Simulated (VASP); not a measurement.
# BaZrO3 (Pm-3m) in VASP: notebook, part 2 of 3

VASP 6.6.1.

### 3 Single point, RPBE

This run uses another cell than the first one, of 15.47 Å³/atom.

Input file INCAR:

```
PREC     = Accurate       # precision mode
ENCUT    = 520            # plane-wave cutoff, eV
EDIFF    = 1E-6           # SCF threshold, eV
ISMEAR   = 0              # smearing method
SIGMA    = 0.01           # smearing width, eV
LREAL    = False          # projectors in reciprocal space
LASPH    = True           # aspherical terms in the spheres
NELM     = 80             # most SCF steps
ALGO     = Normal         # electronic algorithm
ISIF     = 2              # what is computed and relaxed
LWAVE    = False          # write WAVECAR
LCHARG   = False          # write CHGCAR
GGA      = RP             # functional
NBANDS   = 28             # bands
```

Input file KPOINTS:

```
regular mesh
0
Gamma
  5 5 5
```

Input file POSCAR:

```
BaZrO3
1.0
    4.2610763129      0.0000000000      0.0000000000
    0.0000000000      4.2610763129      0.0000000000
    0.0000000000      0.0000000000      4.2610763129
Ba Zr O
1 1 3
Direct
    0.0000000000      0.0000000000      0.0000000000
    0.5000000000      0.5000000000      0.5000000000
    0.0000000000      0.5000000000      0.5000000000
    0.5000000000      0.0000000000      0.5000000000
    0.5000000000      0.5000000000      0.0000000000
```

Potentials or basis: VASP PAW PBE potentials, release 64 (Ba_sv, Zr_sv, O).

On the command line:

```
$ cat potpaw_PBE.64/Ba_sv/POTCAR potpaw_PBE.64/Zr_sv/POTCAR potpaw_PBE.64/O/POTCAR > POTCAR
$ mpirun -np 1 vasp_std > vasp.out
```

OUTCAR:

```text
PREC = Accurate
   ENCUT = 520
   EDIFF = 1E-6
   ISMEAR = 0
   LREAL = False
   LASPH = True
   NELM = 80
   ISIF = 2
   GGA = RP

 ion  position               nearest neighbor table
   1  0.000  0.000  0.000-   3 3.01   4 3.01   5 3.01   3 3.01   4 3.01   3 3.01   5 3.01   3 3.01
                             4 3.01   5 3.01   4 3.01   5 3.01   2 3.69   2 3.69   2 3.69   2 3.69
   2  0.500  0.500  0.500-   3 2.13   4 2.13   5 2.13   5 2.13   4 2.13   3 2.13   1 3.69   1 3.69
                             1 3.69   1 3.69   1 3.69   1 3.69   1 3.69   1 3.69
   3  0.000  0.500  0.500-   2 2.13   2 2.13   1 3.01   1 3.01   1 3.01   1 3.01
   4  0.500  0.000  0.500-   2 2.13   2 2.13   1 3.01   1 3.01   1 3.01   1 3.01
   5  0.500  0.500  0.000-   2 2.13   2 2.13   1 3.01   1 3.01   1 3.01   1 3.01

  LATTYP: Found a simple cubic cell.
 ALAT       =     4.2610763129

  Lattice vectors:

 A1 = (   4.2610763129,   0.0000000000,   0.0000000000)
 A2 = (   0.0000000000,   4.2610763129,   0.0000000000)
 A3 = (   0.0000000000,   0.0000000000,   4.2610763129)

Analysis of symmetry for initial positions (statically):
=====================================================================
 Subroutine PRICEL returns:
 Original cell was already a primitive cell.

 Routine SETGRP: Setting up the symmetry group for a
 simple cubic supercell.

 Subroutine GETGRP returns: Found 48 space group operations
 (whereof 48 operations were pure point group operations)
 out of a pool of 48 trial point group operations.

The static configuration has the point symmetry O_h .

Analysis of symmetry for dynamics (positions and initial velocities):
=====================================================================
 Subroutine PRICEL returns:
 Original cell was already a primitive cell.

 Routine SETGRP: Setting up the symmetry group for a
 simple cubic supercell.

 Subroutine GETGRP returns: Found 48 space group operations
 (whereof 48 operations were pure point group operations)
 out of a pool of 48 trial point group operations.

The dynamic configuration has the point symmetry O_h .

[... 111 lines left out ...]
  Fermi-wavevector in a.u.,A,eV,Ry     =   1.313940  2.482986 23.489617  1.726438
  Thomas-Fermi vector in A             =   2.444228
   LORBIT       =      0    0 simple, 1 ext, 2 COOP (PROOUT), +10 PAW based schemes
   GGA     = RP    functional components
   LHFCALC =     F    Hartree Fock is set to
   AEXX    =    0.0000 exact exchange contribution
   IVDW    =     0    specifies the selected vdW correction
   LEPSILON=     F    determine dielectric tensor
   LRPA    =     F    only Hartree local field effects (RPA)
 non-spin polarized calculation
 Gauss-broadening in eV      SIGMA  =   0.01
  energy-cutoff  :      520.00
  volume of cell :       77.37
 maximum number of plane-waves:      2103
 NGX is ok and might be reduce to    32
   NGX = 15   NGY = 15   NGZ = 15

 number of electron      39.9999981 magnetization

 Free energy of the ion-electron system (eV)
  ---------------------------------------------------
  ext. energy  EPLUGINS =         0.00000000
  ---------------------------------------------------
  free energy    TOTEN  =       -39.73025133 eV

  energy without entropy =      -39.73025133  energy(sigma->0) =      -39.73025133

 E-fermi :   3.5816     XC(G=0): -10.3001

 val. band max:        3.5007189582   @ k =   0.4000   0.4000   0.4000
 cond. band min:       6.7186652920   @ k =   0.0000   0.0000   0.0000
 fundamental gap:      3.2179463338
 Fermi energy:         3.5815517976

 k-point     1 :       0.0000    0.0000    0.0000
  band No.  band energies     occupation
      1     -43.7985      2.00000
      2     -21.9531      2.00000
      3     -21.8868      2.00000
      4     -21.8868      2.00000
      5     -21.8868      2.00000
      6     -12.7779      2.00000
[... 299 lines left out ...]
     27      12.0788      0.00000
     28      12.0788      0.00000

------------------------ aborting loop because EDIFF is reached ----------------------------------------

  FORCE on cell =-STRESS in cart. coord.  units (eV):
  Direction    XX          YY          ZZ          XY          YZ          ZX
  --------------------------------------------------------------------------------------
  -------------------------------------------------------------------------------------
  Total        0.3958243      0.3958243      0.3958243     -0.0000000     -0.0000000     -0.0000000
  in kB        8.1970033      8.1970033      8.1970033     -0.0000000     -0.0000000     -0.0000000
  external PRESSURE =       8.1970033 kB  Pullay stress =       0.0000000 kB

 VOLUME and BASIS-vectors are now :
 -----------------------------------------------------------------------------
  energy-cutoff  :      520.00
  volume of cell :       77.37
      direct lattice vectors                 reciprocal lattice vectors
     4.261076313  0.000000000  0.000000000     0.234682490  0.000000000  0.000000000
     0.000000000  4.261076313  0.000000000     0.000000000  0.234682490  0.000000000
     0.000000000  0.000000000  4.261076313     0.000000000  0.000000000  0.234682490

 POSITION                                       TOTAL-FORCE (eV/Angst)
 -----------------------------------------------------------------------------------
      0.00000      0.00000      0.00000         0.000000      0.000000      0.000000
      2.13054      2.13054      2.13054         0.000000      0.000000      0.000000
      0.00000      2.13054      2.13054         0.000000      0.000000      0.000000
      2.13054      0.00000      2.13054         0.000000      0.000000      0.000000
      2.13054      2.13054      0.00000         0.000000      0.000000      0.000000
 -----------------------------------------------------------------------------------
    total drift:                                0.000000     -0.000000     -0.000000

  FREE ENERGIE OF THE ION-ELECTRON SYSTEM (eV)
  ---------------------------------------------------
  free  energy   TOTEN  =       -39.7302513311 eV

  energy  without entropy=      -39.7302513311  energy(sigma->0) =      -39.73025133
```

OSZICAR:

```text
N       E                     dE             d eps       ncg     rms          rms(c)
DAV:   1     0.291612807312E+03    0.29161E+03   -0.21876E+04   560   0.139E+03
DAV:   2    -0.276129610975E+02   -0.31923E+03   -0.31101E+03   692   0.341E+02
DAV:   3    -0.468127085710E+02   -0.19200E+02   -0.19118E+02   844   0.787E+01
DAV:   4    -0.473856268043E+02   -0.57292E+00   -0.57184E+00   792   0.106E+01
DAV:   5    -0.473952662183E+02   -0.96394E-02   -0.96390E-02   764   0.109E+00    0.261E+01
DAV:   6    -0.397537704825E+02    0.76415E+01   -0.39612E+01   644   0.377E+01    0.111E+01
DAV:   7    -0.397103564749E+02    0.43414E-01   -0.29264E+00   796   0.920E+00    0.675E+00
DAV:   8    -0.397278424561E+02   -0.17486E-01   -0.41401E-01   676   0.459E+00    0.749E-01
DAV:   9    -0.397259871358E+02    0.18553E-02   -0.67650E-02   796   0.143E+00    0.542E-01
DAV:  10    -0.397305147491E+02   -0.45276E-02   -0.21922E-02   684   0.118E+00    0.270E-01
DAV:  11    -0.397300408214E+02    0.47393E-03   -0.24928E-03   684   0.395E-01    0.553E-02
DAV:  12    -0.397302484850E+02   -0.20766E-03   -0.52812E-04   628   0.153E-01    0.557E-02
DAV:  13    -0.397302485472E+02   -0.62247E-07   -0.95483E-05   800   0.619E-02    0.122E-02
DAV:  14    -0.397302513603E+02   -0.28131E-05   -0.17398E-05   668   0.288E-02    0.725E-03
DAV:  15    -0.397302513311E+02    0.29188E-07   -0.82743E-07   540   0.617E-03
   1 F= -.39730251E+02 E0= -.39730251E+02  d E =-.151715E-31
```

stdout:

```text
POSCAR found type information on POSCAR BaZrO
 POSCAR found :  3 types and       5 ions
 scaLAPACK will be used
 -----------------------------------------------------------------------------
|                                                                             |
|                                                                             |
|     You enforced a specific xc type in the INCAR file but a different       |
|     I HOPE YOU KNOW WHAT YOU ARE DOING!                                     |
|                                                                             |
 -----------------------------------------------------------------------------

 LDA part: xc-table for (Slater+PW92), standard interpolation
 POSCAR, INCAR and KPOINTS ok, starting setup
 FFT: planning ... GRIDC
 FFT: planning ... GRID_SOFT
 FFT: planning ... GRID
 WAVECAR not read
 entering main loop
```

Wall time 28 s (1 thread of Intel Xeon 8259CL, shared host); peak memory 0.19 GiB.

Results:

| Property | Result |
| --- | --- |
| Free energy | -39.7303 eV |
| Pressure | 0.8 GPa |
| Band gap on the k mesh | 3.22 eV (least direct gap 3.39 eV) |

Levels at points of the mesh, in eV from the valence-band top:
```csv
k point,band 16,band 17,band 18,band 19,band 20,band 21,band 22,band 23,band 24,band 25
"(0.00, 0.00, 0.00)",-0.81,-0.81,-0.18,-0.18,-0.18,3.22,3.22,3.22,4.79,4.79
```

Caveat: the PAW data sets were made with another functional, which shifts forces and pressure a little; spin-orbit coupling is left out, which moves the levels of the heavy elements; an odd mesh through Γ misses points on the zone boundary, where band edges can lie.

### 4 Single point, r2SCAN

This run uses another cell than the first one, of 14.87 Å³/atom.

Edit POSCAR of step 3 so:

```diff
@@ -2,5 +2,5 @@
 1.0
-    4.2610763129      0.0000000000      0.0000000000
-    0.0000000000      4.2610763129      0.0000000000
-    0.0000000000      0.0000000000      4.2610763129
+    4.2052187505      0.0000000000      0.0000000000
+    0.0000000000      4.2052187505      0.0000000000
+    0.0000000000      0.0000000000      4.2052187505
 Ba Zr O
```

Input file INCAR.step1:

```
SYSTEM = BaZrO3
  ALGO = Normal
  EDIFF = 1E-4
  ENCUT = 520
  GGA = PE
  ISMEAR = 0
  LASPH = .TRUE.
  LCHARG = .FALSE.
  LREAL = .FALSE.
  LWAVE = .TRUE.
  NBANDS = 28
  NELM = 60
  PREC = Accurate
  SIGMA = 0.01
```

Input file INCAR.step2:

```
SYSTEM = BaZrO3
  ALGO = Normal
  EDIFF = 1E-6
  ENCUT = 520
  ISIF = 2
  ISMEAR = 0
  ISTART = 1
  LASPH = .TRUE.
  LCHARG = .FALSE.
  LMIXTAU = .TRUE.
  LREAL = .FALSE.
  LWAVE = .FALSE.
  METAGGA = R2SCAN
  NBANDS = 28
  NELM = 60
  PREC = Accurate
  SIGMA = 0.01
```

Input file KPOINTS:

```
k-points
0
G
  5 5 5
  0 0 0
```

On the command line:

```
$ cat potpaw_PBE.64/Ba_sv/POTCAR potpaw_PBE.64/Zr_sv/POTCAR potpaw_PBE.64/O/POTCAR > POTCAR
$ cp INCAR.step1 INCAR
$ mpirun -np 1 vasp_std > vasp.out
$ cp INCAR.step2 INCAR
$ mpirun -np 1 vasp_std > vasp.out
```

Wall time 88 s (1 thread of Intel Xeon 8259CL, shared host); peak memory 0.19 GiB.

It converged, with:

| Property | Result |
| --- | --- |
| Free energy | -85.1044 eV |
| Pressure | 1.0 GPa |
| Band gap on the k mesh | 3.78 eV (least direct gap 3.93 eV) |

Levels at points of the mesh, in eV from the valence-band top:
```tsv
k point	band 16	band 17	band 18	band 19	band 20	band 21	band 22	band 23	band 24	band 25
(0.00, 0.00, 0.00)	-0.89	-0.89	-0.15	-0.15	-0.15	3.78	3.78	3.78	5.26	5.26
```

Caveat: the PAW data sets were made with another functional, which shifts forces and pressure a little; spin-orbit coupling is left out, which moves the levels of the heavy elements; an odd mesh through Γ misses points on the zone boundary, where band edges can lie. r2SCAN opens gaps a little over a GGA but as a rule still falls short of measured ones.

[end of part 2 of 3]
